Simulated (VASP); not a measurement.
# PbSe (R-3m) in VASP: further runs, part 2 of 2

VASP 6.6.1. The steps go on from the part before.

## 4. Electric field gradients, PBEsol (equal xy, yz and zx shear strains of +2 %)

File INCAR:

```
SYSTEM = PbSe
PREC = Accurate ; ENCUT = 520
EDIFF = 1E-8 ; ISMEAR = -1
SIGMA = 0.02 ; LREAL = .False.
LASPH = .True. ; NELM = 60
ALGO = Normal ; ISIF = 2
LWAVE = .False. ; LCHARG = .False.
GGA = PS ; LEFG = .True.
NBANDS = 17
```

File KPOINTS:

```
Automatic mesh
0
Gamma
  7 7 7
  0 0 0
```

File POSCAR:

```
PbSe
1.0
    0.0612430000      3.0927715000      3.0927715000
    3.0927715000      0.0612430000      3.0927715000
    3.0927715000      3.0927715000      0.0612430000
Pb Se
1 1
Direct
    0.0000000000      0.0000000000      0.0000000000
    0.5000000000      0.5000000000      0.5000000000
```

Potentials or basis: VASP PAW PBE potentials, release 64 (Pb_d, Se).

The run is started by

```console
cat potpaw_PBE.64/Pb_d/POTCAR potpaw_PBE.64/Se/POTCAR > POTCAR
mpirun -np 1 vasp_std > vasp.out
```

OUTCAR:

```text
SYSTEM = PbSe
   PREC = Accurate
   ENCUT = 520
   EDIFF = 1E-8
   ISMEAR = -1
   LREAL = .False.
   LASPH = .True.
   NELM = 60
   ISIF = 2
   GGA = PS

 ion  position               nearest neighbor table
   1  0.000  0.000  0.000-   2 3.06   2 3.06   2 3.06   2 3.06   2 3.06   2 3.06
   2  0.500  0.500  0.500-   1 3.06   1 3.06   1 3.06   1 3.06   1 3.06   1 3.06

  LATTYP: Found a trigonal (rhomboedric) cell.
 ALAT       =     4.3742681454
 COS(alpha) =     0.5197000882

  Lattice vectors:

 A1 = (   0.0612430000,   3.0927715000,   3.0927715000)
 A2 = (   3.0927715000,   0.0612430000,   3.0927715000)
 A3 = (   3.0927715000,   3.0927715000,   0.0612430000)

Analysis of symmetry for initial positions (statically):
=====================================================================
 Subroutine PRICEL returns:
 Original cell was already a primitive cell.

 Routine SETGRP: Setting up the symmetry group for a
 trigonal (rhombohedral) supercell.

[... 670 lines left out ...]
     0.061243000  3.092771500  3.092771500    -0.166550293  0.163316307  0.163316307
     3.092771500  0.061243000  3.092771500     0.163316307 -0.166550293  0.163316307
     3.092771500  3.092771500  0.061243000     0.163316307  0.163316307 -0.166550293

 POSITION                                       TOTAL-FORCE (eV/Angst)
 -----------------------------------------------------------------------------------
      0.00000      0.00000      0.00000        -0.000000      0.000000      0.000000
      3.12339      3.12339      3.12339         0.000000     -0.000000     -0.000000
 -----------------------------------------------------------------------------------
    total drift:                               -0.000000      0.000000      0.000000

  FREE ENERGIE OF THE ION-ELECTRON SYSTEM (eV)
  ---------------------------------------------------
  free  energy   TOTEN  =        -8.9151192412 eV

  energy  without entropy=       -8.9151192402  energy(sigma->0) =       -8.91511924

 Electric field gradients (V/A^2)
---------------------------------------------------------------------
 ion       V_xx      V_yy      V_zz      V_xy      V_xz      V_yz
---------------------------------------------------------------------
   1       0.000    -0.000     0.000    -1.743    -1.743    -1.743
   2       0.000     0.000    -0.000     6.842     6.842     6.842
---------------------------------------------------------------------

 Electric field gradients after diagonalization (V/A^2)
 (convention: |V_zz| > |V_xx| > |V_yy|)
----------------------------------------------------------------------
 ion       V_xx      V_yy      V_zz     asymmetry (V_yy - V_xx)/ V_zz
----------------------------------------------------------------------
   1       1.743     1.743    -3.487       0.000
   2      -6.842    -6.842    13.685       0.000
----------------------------------------------------------------------

           NMR quadrupolar parameters

 Cq : quadrupolar parameter    Cq=e*Q*V_zz/h
 eta: asymmetry parameters     (V_yy - V_xx)/ V_zz
 Q  : nuclear electric quadrupole moment in mb (millibarn)
----------------------------------------------------------------------
 ion       Cq(MHz)       eta       Q (mb)
----------------------------------------------------------------------
   1      -0.008       0.000       1.000
   2       0.033       0.000       1.000
----------------------------------------------------------------------
```

stdout:

```text
POSCAR found type information on POSCAR PbSe
 POSCAR found :  2 types and       2 ions
 scaLAPACK will be used
 -----------------------------------------------------------------------------
|                                                                             |
|                                                                             |
|     You enforced a specific xc type in the INCAR file but a different       |
|     I HOPE YOU KNOW WHAT YOU ARE DOING!                                     |
|                                                                             |
 -----------------------------------------------------------------------------

 LDA part: xc-table for (Slater+PW92), standard interpolation
 POSCAR, INCAR and KPOINTS ok, starting setup
 FFT: planning ... GRIDC
 FFT: planning ... GRID_SOFT
 FFT: planning ... GRID
 WAVECAR not read
 entering main loop
ion   1

ion   2
```

Run time: 79 s. Hardware: 1 thread of Intel Xeon 8259CL, shared host; peak memory 0.22 GiB.

What came out:

- Free energy: -8.9151 eV
- Pressure: -0.6 GPa
- Band gap on the k mesh: 0.66 eV (least direct gap 0.80 eV)
- Largest electric field gradient by atom: Pb -3.5; Se +13.7 V/Å²

Stress tensor (GPa, compression positive):
```
-0.62 -0.36 -0.36
-0.36 -0.62 -0.36
-0.36 -0.36 -0.62
```

Levels at points of the mesh, in eV from the valence-band top:
```tsv
k point	band 8	band 9	band 10	band 11	band 12	band 13
(0.00, 0.00, 0.00)	-1.86	-1.61	-1.61	4.83	4.83	4.88
```

Electric field gradients, principal values (V/Å²):
| atom | least | middle | greatest (by size) |
| --- | --- | --- | --- |
| 1 Pb | 1.743 | 1.743 | -3.487 |
| 2 Se | -6.842 | -6.842 | 13.685 |

Caveat: the cell differs from its parent crystal (equal xy, yz and zx shear strains of +2 %); without QUAD_EFG the Cq values of the log hold for a quadrupole moment of 1 mb, not for the nuclei; the PAW data sets were made with another functional, which shifts forces and pressure a little; spin-orbit coupling is left out, which moves the levels of the heavy elements; an odd mesh through Γ misses points on the zone boundary, where band edges can lie.
